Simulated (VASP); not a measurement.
A run of VASP 6.6.1:

Contents of INCAR:

```
SYSTEM = AgI
PREC = Accurate
ENCUT = 500
EDIFF = 1E-6
ISMEAR = 0
SIGMA = 0.02
LREAL = .FALSE.
LASPH = .TRUE.
NELM = 120
ALGO = Normal
ISIF = 2
LWAVE = .FALSE.
LCHARG = .FALSE.
GGA = PE
NBANDS = 26
GGA_COMPAT = .FALSE.
```

The input KPOINTS:

```
Automatic mesh
0
G
  6 6 4
  0 0 0
```

POSCAR

```
AgI
1.0
    4.6858638363      0.0000000000      0.0000000000
   -2.3429319181      4.0580771209      0.0000000000
    0.0000000000      0.0000000000      7.6644527230
Ag I
2 2
Direct
    0.6666666667      0.3333333333      0.6276573162
    0.3333333333      0.6666666667      0.1276573162
    0.6666666667      0.3333333333      0.0023426838
    0.3333333333      0.6666666667      0.5023426838
```

Potentials or basis: VASP PAW PBE potentials, release 64 (Ag, I).

Command:

```console
$ cat potpaw_PBE.64/Ag/POTCAR potpaw_PBE.64/I/POTCAR > POTCAR
$ mpirun -np 1 vasp_std > vasp.out
```

Hardware: 1 thread of Intel(R) Xeon(R) 6975P-C (Granite Rapids) (shared host).

How long does it take, and how much memory?

Run time: 40 s on 1 thread of Intel(R) Xeon(R) 6975P-C (Granite Rapids), with other jobs on the host, peak memory 0.28 GiB. Counts: scf iterations 15, k points 21.
